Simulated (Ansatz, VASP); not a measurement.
## One calculation of Os, two programs

INCAR

```
PREC = Accurate ; ENCUT = 560
EDIFF = 1E-6 ; ISMEAR = -1
SIGMA = 0.1 ; LREAL = F
LASPH = T ; NELM = 120
ALGO = Normal ; ISIF = 2
LWAVE = F ; LCHARG = F
GGA = RP ; NBANDS = 23
GGA_COMPAT = F
```

KPOINTS

```
Automatic mesh
0
Gamma
  11 11 11
```

The input POSCAR:

```
Os
1.0
    0.0000000000      2.7138223372      2.7138223372
    2.7138223372      0.0000000000      2.7138223372
    2.7138223372      2.7138223372      0.0000000000
Os
2
Direct
    0.1250000000      0.1250000000      0.1250000000
    0.8750000000      0.8750000000      0.8750000000
```

Input for Ansatz:

```yaml
crystal:
  lattice:
    - [0.0, 2.7138223372, 2.7138223372]
    - [2.7138223372, 0.0, 2.7138223372]
    - [2.7138223372, 2.7138223372, 0.0]
  atoms:
    - { symbol: Os, position: [0.125, 0.125, 0.125] }
    - { symbol: Os, position: [0.875, 0.875, 0.875] }
hamiltonian:
  xc: rpbe
  pseudopotentials:
    kind: paw
    azcp:
      Os: "pseudopotentials/Os.paw.azcp"
basis:
  ecutwfc: 420
  fft_grid_basis: typed
kpoints:
  mp_grid: { grid: [11, 11, 11], shift: [0, 0, 0] }
magnetization:
  spin_polarized: false
scf:
  occupations: { method: fermi_dirac, width: 0.1 }
  lower_state_search: "off"
output:
  stress: true
```

Alike in both runs: task single point; functional RPBE; k mesh 11 × 11 × 11; occupations fermi-dirac, width 0.1 eV; no spin polarisation.

```csv
,VASP,Ansatz
version,VASP 6.6.1,Ansatz 0.2.0
potentials or method,"VASP PAW PBE potentials, release 64 (Os_sv_GW), cutoff 560 eV","plane waves (420 eV) with PAW, scalar-relativistic"
valence electrons in the cell,32,32
```

```csv
,VASP,Ansatz,Ansatz less VASP
pressure (GPa),19.2,19.8,+0.56
```

VASP's potentials were made for PBE, not for RPBE.

Spin-orbit coupling is off throughout.
